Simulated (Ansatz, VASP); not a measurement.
**Two plane-wave programs on CdP**

INCAR

```
SYSTEM = CdP
PREC = Accurate
ENCUT = 520
EDIFF = 1E-6
ISMEAR = 0
SIGMA = 0.1
LREAL = .FALSE.
LASPH = .TRUE.
NELM = 100
ALGO = Normal
ISIF = 2
LWAVE = .FALSE.
LCHARG = .FALSE.
GGA = PE
NBANDS = 16
```

KPOINTS

```
Automatic mesh
0
G
  6 6 6
  0 0 0
```

The input POSCAR:

```
CdP
1.0
    0.0000000000      2.8417526791      2.8417526791
    2.8417526791      0.0000000000      2.8417526791
    2.8417526791      2.8417526791      0.0000000000
Cd P
1 1
Direct
    0.0000000000      0.0000000000      0.0000000000
    0.7500000000      0.7500000000      0.7500000000
```

Input for Ansatz:

```yaml
crystal:
  lattice:
    - [0.0, 2.8417526791, 2.8417526791]
    - [2.8417526791, 0.0, 2.8417526791]
    - [2.8417526791, 2.8417526791, 0.0]
  atoms:
    - { symbol: Cd, position: [0.0, 0.0, 0.0] }
    - { symbol: P, position: [0.75, 0.75, 0.75] }
basis:
  ecutwfc: 420
kpoints:
  mp_grid: { grid: [6, 6, 6] }
hamiltonian:
  xc: pbe
scf:
  occupations: { method: gaussian, width: 0.1 }
  lower_state_search: "off"
output:
  forces: true
  stress: true
  eigenvalues: true
```

Alike in both runs: task single point; functional PBE; k mesh 6 × 6 × 6; occupations gaussian, width 0.1 eV; no spin polarisation.

```csv
,VASP,Ansatz
version,VASP 6.6.1,Ansatz 0.2.0
potentials or method,"VASP PAW PBE potentials, release 64 (Cd, P), cutoff 520 eV","scalar-relativistic, plane waves, PAW"
valence electrons in the cell,17,25
```

```csv
,VASP,Ansatz,Ansatz less VASP
gap on the k mesh at the Fermi level (eV),none,none,-
pressure (GPa),8.3,7.9,-0.43
```

A gap of «none» marks a metal or a gap that the smearing closes. With one functional, cell and mesh, what is left measures potentials, basis and numerics. VASP's potentials hold 17 valence electrons a cell and Ansatz's 25, so a difference there can come from the potentials and not from the codes.
